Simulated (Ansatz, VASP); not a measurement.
# BaTiO3: VASP and Ansatz over several settings

```
CELL_PARAMETERS angstrom
3.99980 0.00000 0.00000
0.00000 3.99980 0.00000
0.00000 0.00000 4.01800
ATOMIC_POSITIONS crystal
Ba 0.00000 0.00000 0.00000
Ti 0.50000 0.50000 0.49000
O 0.00000 0.50000 0.51700
O 0.50000 0.00000 0.51700
O 0.50000 0.50000 0.01900
```

Single points on this cell with VASP 6.6.1 and Ansatz 0.2.0. Each row is one pair of runs. Alike in all rows: smearing: fermi-dirac, width 0.05 eV.

```csv
level,spin,k mesh,"VASP's potentials, cutoff","Ansatz's potentials, cutoff","pressure (GPa), VASP","pressure (GPa), Ansatz","rms of the force components (eV/Å), VASP","rms of the force components (eV/Å), Ansatz"
r2SCAN,"non-collinear, zero start, SOC",7 × 7 × 7,"VASP PAW PBE potentials, release 64 (Ba_sv, Ti_sv, O), 520 eV","Ansatz PAW, 500 eV",1.1,-0.8,0.101,0.122
r2SCANh,off,4 × 4 × 4,"VASP PAW PBE potentials, release 64 (Ba_sv, Ti_sv, O), 580 eV","Ansatz PAW, 500 eV",-0.6,-2.3,0.136,0.161
PBE,off,5 × 5 × 5,"VASP PAW PBE potentials, release 64 (Ba_sv, Ti_sv, O_h), 1340 eV","Ansatz PAW, 420 eV",?,2.4,?,0.099
```

**Question.** Fill in what VASP gave in row 3.

**Answer.** Pressure (GPa): 4.1; rms of the force components (eV/Å): 0.097.

Noted on Ansatz's runs: odd divisions of the mesh miss points on the zone boundary, where band edges often lie, so the gap on the mesh can be too wide.
